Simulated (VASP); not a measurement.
# TiSe: single point with PBE

TiSe, a sheet with vacuum:

```
Ti Se
1.0
     3.60554    0.00000    0.00000
     0.00000    3.60062    0.00000
     0.00000    0.00000   23.80000
Ti Se
1 1
Direct
  0.50000 0.00000 0.29412
  0.00000 0.50000 0.29412
```

The cell was built from a structure type or drawn by symmetry, and may not be a known phase.

- Program: VASP 6.6.1
- Task: single point
- Functional: PBE
- Potentials or basis: VASP PAW PBE potentials, release 64 (Ti_sv, Se)
- Cutoff: 520 eV
- k mesh: 6 × 6 × 1
- Occupations: gaussian, width 0.1 eV
- Spin: collinear spin
- Starting moments: [1.46, 0.0] μB

```json
{"Net moment": "1.72 μB per cell", "Site moments": "Ti +1.30; Se -0.05 μB", "Valence electrons inside the program's atomic spheres": "Ti 10.20; Se 3.96"}
```

Levels at points of the mesh, in eV from the Fermi level:
Spin up:
```tsv
k point	band 6	band 7	band 8	band 9	band 10	band 11	band 12	band 13	band 14	band 15
(0.00, 0.00, 0.00)	-3.92	-2.32	-2.30	-1.89	-0.83	-0.34	0.27	0.27	2.19	3.02
(0.50, 0.00, 0.00)	-6.50	-4.23	-3.75	-0.36	0.44	0.63	1.51	2.08	4.15	4.15
(0.00, 0.50, 0.00)	-6.50	-4.24	-3.75	-0.36	0.44	0.64	1.51	2.09	4.14	4.15
(0.50, 0.50, 0.00)	-4.90	-4.89	-2.26	-0.67	-0.67	-0.15	0.82	1.35	2.04	5.20
```
Spin down:
| k point | band 5 | band 6 | band 7 | band 8 | band 9 | band 10 | band 11 | band 12 |
| --- | --- | --- | --- | --- | --- | --- | --- | --- |
| (0.00, 0.00, 0.00) | -14.48 | -3.81 | -2.28 | -2.27 | -1.19 | 0.42 | 0.77 | 1.38 |
| (0.50, 0.00, 0.00) | -13.65 | -6.26 | -3.97 | -3.57 | 1.56 | 1.59 | 1.69 | 2.42 |
| (0.00, 0.50, 0.00) | -13.65 | -6.26 | -3.99 | -3.56 | 1.57 | 1.59 | 1.70 | 2.41 |
| (0.50, 0.50, 0.00) | -13.62 | -4.79 | -4.79 | -2.32 | 0.30 | 0.30 | 1.85 | 1.92 |

Run time: 9.2 min on 1 thread of Intel Xeon 8259CL (shared host), peak memory 0.55 GiB.
